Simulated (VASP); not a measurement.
Input of a VASP 6.6.1 run:

INCAR

```
SYSTEM = MgB2
  PREC = Accurate
  ENCUT = 520
  EDIFF = 1E-7
  ISMEAR = -1
  SIGMA = 0.05
  LREAL = .False.
  LASPH = .True.
  NELM = 80
  ALGO = Normal
  ISIF = 2
  LWAVE = .False.
  LCHARG = .False.
  GGA = PS
  NBANDS = 11
```

KPOINTS

```
regular mesh
0
Gamma
  10 10 8
  0 0 0
```

File POSCAR:

```
MgB2
1.0
    3.1054310590      0.0000000000      0.0000000000
   -1.5527155295      2.6893821868      0.0000000000
    0.0000000000      0.0000000000      3.5463318058
Mg B
1 2
Direct
    0.0000000000      0.0000000000      0.0000000000
    0.6666666667      0.3333333333      0.5000000000
    0.3333333333      0.6666666667      0.5000000000
```

Potentials or basis: VASP PAW PBE potentials, release 64 (Mg, B).

The run is started by

```console
$ cat potpaw_PBE.64/Mg/POTCAR potpaw_PBE.64/B/POTCAR > POTCAR
$ mpirun -np 1 vasp_std > vasp.out
```

Task: What does it give for the band gap on the k mesh?

Result: Zero (band 4 reaches 6.19 eV, above the bottom of band 5 at 3.75 eV).

Task: Predict the pressure.

Result: -5.8 GPa.

Stress tensor (GPa, compression positive):
```
-6.07  0.00  0.00
 0.00 -6.07  0.00
 0.00  0.00 -5.32
```

Caveat: the PAW data sets were made with another functional, which shifts forces and pressure a little.
